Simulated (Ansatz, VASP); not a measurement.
## ScIn3 in VASP and in Ansatz

```xyz
4
Lattice="4.4600 0.0000 0.0000 0.0000 4.4600 0.0000 0.0000 0.0000 4.3708" Properties=species:S:1:pos:R:3 pbc="T T T"
Sc    0.0000    0.0000    0.0000
In    0.0000    2.2300    2.1854
In    2.2300    0.0000    2.1854
In    2.2300    2.2300    0.0000
```

Change from the starting cell: zz strain of -2 %, crystal datasets.

Alike in both runs: task electric field gradients; functional PBEsol; k mesh 8 × 8 × 8; occupations fermi-dirac, width 0.08 eV; no spin polarisation.

```csv
,VASP,Ansatz
version,VASP 6.6.1,Ansatz 0.2.0
potentials or method,"VASP PAW PBE potentials, release 64 (Sc_sv, In_d), cutoff 520 eV","all-electron PAW with datasets made for the crystal, scalar-relativistic"
```

VASP gave:

```
pressure (GPa)                                                : 1.1
traceless stress, the component that is largest in VASP (GPa) : 0.84
size of Vzz on the site where it differs most (V/Å²)          : 89.9
```

Question: Which values does Ansatz return?

Answer: Pressure (GPa): 1.1; traceless stress, the component that is largest in VASP (GPa): 0.84; size of Vzz on the site where it differs most (V/Å²): 96.6.

VASP's potentials were made for PBE, not for PBEsol. Ansatz ran all-electron here, and VASP with PAW potentials.
